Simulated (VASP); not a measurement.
# NaH (Fm-3m) in VASP: a series of runs, part 4 of 4

VASP 6.6.1.

## 6. Phonons, r2SCAN

This run uses another cell than the first one, of 12.83 Å³/atom.

Input file INCAR:

```
SYSTEM = NaH
PREC = Accurate ; ENCUT = 520
EDIFF = 1E-8 ; ISMEAR = 0
SIGMA = 0.01 ; LREAL = .FALSE.
LASPH = .TRUE. ; NELM = 60
ALGO = Normal ; ISIF = 2
LWAVE = .FALSE. ; LCHARG = .TRUE.
METAGGA = R2SCAN ; LMIXTAU = .TRUE.
IBRION = 6 ; NFREE = 2
POTIM = 0.015 ; NSW = 1
```

Input file KPOINTS:

```
Automatic mesh
0
G
  8 8 8
  0 0 0
```

Input file POSCAR:

```
NaH
1.0
    2.3412966576      2.3412966576      0.0000000000
   -2.3412966576      2.3412966576      0.0000000000
    0.0000000000      2.3412966576      2.3412966576
Na H
1 1
Direct
    0.0000000000      0.0000000000      0.0000000000
    0.5000000000      0.5000000000      0.0000000000
```

Potentials or basis: VASP PAW PBE potentials, release 64 (Na_pv, H).

On the command line:

```sh
cat potpaw_PBE.64/Na_pv/POTCAR potpaw_PBE.64/H/POTCAR > POTCAR
mpirun -np 1 vasp_std > vasp.out
```

OUTCAR:

```text
SYSTEM = NaH
   PREC = Accurate
   ENCUT = 520
   EDIFF = 1E-8
   ISMEAR = 0
   LREAL = .FALSE.
   LASPH = .TRUE.
   NELM = 60
   ISIF = 2
   METAGGA = R2SCAN
   IBRION = 6
   NFREE = 2
   POTIM = 0.015
   NSW = 1

 ion  position               nearest neighbor table
   1  0.000  0.000  0.000-
   2  0.500  0.500  0.000-

  LATTYP: Found a face centered cubic cell.
 ALAT       =     4.6825933152

  Lattice vectors:

 A1 = (   0.0000000000,   2.3412966576,   2.3412966576)
 A2 = (   2.3412966576,   0.0000000000,   2.3412966576)
 A3 = (   2.3412966576,   2.3412966576,   0.0000000000)

Analysis of symmetry for initial positions (statically):
=====================================================================
 Subroutine PRICEL returns:
 Original cell was already a primitive cell.

 Routine SETGRP: Setting up the symmetry group for a
 face centered cubic supercell.

 Subroutine GETGRP returns: Found 48 space group operations
 (whereof 48 operations were pure point group operations)
 out of a pool of 48 trial point group operations.

The static configuration has the point symmetry O_h .

Analysis of symmetry for dynamics (positions and initial velocities):
=====================================================================
 Subroutine PRICEL returns:
 Original cell was already a primitive cell.

 Routine SETGRP: Setting up the symmetry group for a
 face centered cubic supercell.

 Subroutine GETGRP returns: Found 48 space group operations
 (whereof 48 operations were pure point group operations)
 out of a pool of 48 trial point group operations.

The dynamic configuration has the point symmetry O_h .

[... 306 lines left out ...]
 fundamental gap:      4.5417989158
 Fermi energy:        -1.0771768291

 k-point     1 :       0.0000    0.0000    0.0000
  band No.  band energies     occupation
      1     -23.8797      2.00000
      2     -23.8795      2.00000
      3     -23.8793      2.00000
      4      -4.9688      2.00000
      5      11.1862      0.00000
      6      15.9237      0.00000
      7      15.9250      0.00000
      8      15.9257      0.00000
[... 243 lines left out ...]
 k-point    24 :       0.5000    0.2500    0.1250
  band No.  band energies     occupation
      1     -23.9827      2.00000
      2     -23.9235      2.00000
      3     -23.9032      2.00000
      4      -1.6410      2.00000
      5       4.2299      0.00000
      6       7.6905      0.00000
      7      11.2907      0.00000
      8      15.7805      0.00000

 [... further k-points ...]

------------------------ aborting loop because EDIFF is reached ----------------------------------------

  FORCE on cell =-STRESS in cart. coord.  units (eV):
  Direction    XX          YY          ZZ          XY          YZ          ZX
  --------------------------------------------------------------------------------------
  -------------------------------------------------------------------------------------
  Total        0.2817482      0.2801030      0.2801030      0.0000000     -0.0000000      0.0000000
  in kB       17.5862151     17.4835226     17.4835226      0.0000000     -0.0000000      0.0000000
  external PRESSURE =      17.5177534 kB  Pullay stress =       0.0000000 kB
[... 17 lines left out ...]
  FREE ENERGIE OF THE ION-ELECTRON SYSTEM (eV)
  ---------------------------------------------------
  free  energy   TOTEN  =        -7.5937684444 eV

  energy  without entropy=       -7.5937684444  energy(sigma->0) =       -7.59376844

 INTERNAL STRAIN TENSORS FROM DISPLACED ATOMS
 ============================================

 INTERNAL STRAIN TENSOR FOR ION    1 for displacements in x,y,z  (eV/Angst):
          X           Y           Z          XY          YZ          ZX
  --------------------------------------------------------------------------------
  x     0.00000     0.00000     0.00000     0.00000     0.00000     0.00000
  y     0.00000     0.00000     0.00000     0.00000     0.00000     0.00000
  z     0.00000     0.00000     0.00000     0.00000     0.00000     0.00000

 INTERNAL STRAIN TENSOR FOR ION    2 for displacements in x,y,z  (eV/Angst):
          X           Y           Z          XY          YZ          ZX
  --------------------------------------------------------------------------------
  x     0.00000     0.00000     0.00000     0.00000     0.00000     0.00000
  y     0.00000     0.00000     0.00000     0.00000     0.00000     0.00000
  z     0.00000     0.00000     0.00000     0.00000     0.00000     0.00000

 Eigenvectors and eigenvalues of the dynamical matrix
 ----------------------------------------------------

   1 f  =   18.915497 THz   118.849571 2PiTHz  630.953055 cm-1    78.228174 meV
             X         Y         Z           dx          dy          dz
      0.000000  0.000000  0.000000    -0.163705   -0.104880    0.000000
      0.000000  2.341297  0.000000     0.825950    0.529157    0.000000
[... 21 lines left out ...]
   6 f/i=    0.188155 THz     1.182211 2PiTHz    6.276167 cm-1     0.778145 meV
             X         Y         Z           dx          dy          dz
      0.000000  0.000000  0.000000    -0.063618   -0.978852    0.001870
      0.000000  2.341297  0.000000    -0.012609   -0.194010    0.000371

 ELASTIC MODULI CONTR FROM IONIC RELAXATION (kBar)
 Direction    XX          YY          ZZ          XY          YZ          ZX
 --------------------------------------------------------------------------------
 XX           0.0000      0.0000      0.0000      0.0000      0.0000      0.0000
 YY           0.0000      0.0000      0.0000      0.0000      0.0000      0.0000
 ZZ           0.0000      0.0000      0.0000      0.0000      0.0000      0.0000
 XY           0.0000      0.0000      0.0000      0.0000      0.0000      0.0000
 YZ           0.0000      0.0000      0.0000      0.0000      0.0000      0.0000
 ZX           0.0000      0.0000      0.0000      0.0000      0.0000      0.0000
 --------------------------------------------------------------------------------
```

stdout:

```text
POSCAR found type information on POSCAR NaH
 POSCAR found :  2 types and       2 ions
 scaLAPACK will be used
 -----------------------------------------------------------------------------
|                                                                             |
|                                                                             |
|     You enforced a specific xc type in the INCAR file but a different       |
|     I HOPE YOU KNOW WHAT YOU ARE DOING!                                     |
|                                                                             |
 -----------------------------------------------------------------------------

 LDA part: xc-table for (None), standard interpolation
 POSCAR, INCAR and KPOINTS ok, starting setup
 FFT: planning ... GRIDC
 FFT: planning ... GRID_SOFT
 FFT: planning ... GRID
 WAVECAR not read
 entering main loop
 Found     2 degrees of freedom:
 Finite differences POTIM= 0.01500 DOF=   2
 bond charge predicted
 Finite differences progress:
 bond charge predicted
 Finite differences progress:
 bond charge predicted
 Finite differences progress:
 bond charge predicted
 Finite differences progress:
```

Run time: 2.7 min. Hardware: 1 thread of AMD EPYC 9R45 (Zen 5), shared host; peak memory 0.14 GiB.

What came out:

| Property | Result |
| --- | --- |
| Highest phonon frequency at Γ | 631 cm⁻¹ |

Phonon frequencies in cm⁻¹ (negative: imaginary):
| q point | frequencies |
| --- | --- |
| (0.000, 0.000, 0.000) | -6 -6 -6 631 631 631 |

Caveat: the cell stands under pressure or tension, which shifts response properties; the PAW data sets were made with another functional, which shifts forces and pressure a little.
